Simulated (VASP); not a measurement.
Wanted: the native input for a VASP 6.6.1 run.

- Task: single point
- Functional: PBE
- Potentials or basis: VASP PAW PBE potentials, release 64 (Zn, S)
- Cutoff: 520 eV
- k mesh: 8 × 8 × 8
- Occupations: gaussian, width 0.05 eV
- Spin: no spin polarisation
- Dipole correction: no
- Further INCAR settings: ALGO = Normal; EDIFF = 1e-06; NBANDS = 16

The structure of ZnS lies in POSCAR:

```
ZnS
1.0
    0.0000000000      2.6807405248      2.6399170651
    2.6807405248      0.0000000000      2.6399170651
    2.6807405248      2.6807405248      0.0000000000
Zn S
1 1
Direct
    0.0000000000      0.0000000000      0.0000000000
    0.7500000000      0.7500000000      0.7500000000
```

This cell differs from its parent crystal: strain -0.015 along x and y, -0.030 along z.

One way to write it, as run:

INCAR

```
PREC = Accurate
ENCUT = 520
EDIFF = 1E-6
ISMEAR = 0
SIGMA = 0.05
LREAL = False
LASPH = True
NELM = 80
ALGO = Normal
ISIF = 2
LWAVE = False
LCHARG = False
GGA = PE
NBANDS = 16
```

KPOINTS

```
regular mesh
0
Gamma
  8 8 8
```

Potentials or basis: VASP PAW PBE potentials, release 64 (Zn, S).

Command:

```console
$ cat potpaw_PBE.64/Zn/POTCAR potpaw_PBE.64/S/POTCAR > POTCAR
$ mpirun -np 1 vasp_std > vasp.out
```

Results of the run:

```
Pressure               : 5.0 GPa
Band gap on the k mesh : 2.25 eV, direct
```

Caveat: the cell differs from its parent crystal (strain -0.015 along x and y, -0.030 along z).

Wall time 13 s on 1 thread of Intel(R) Xeon(R) 6975P-C (Granite Rapids), on a shared host, peak memory 0.17 GiB.
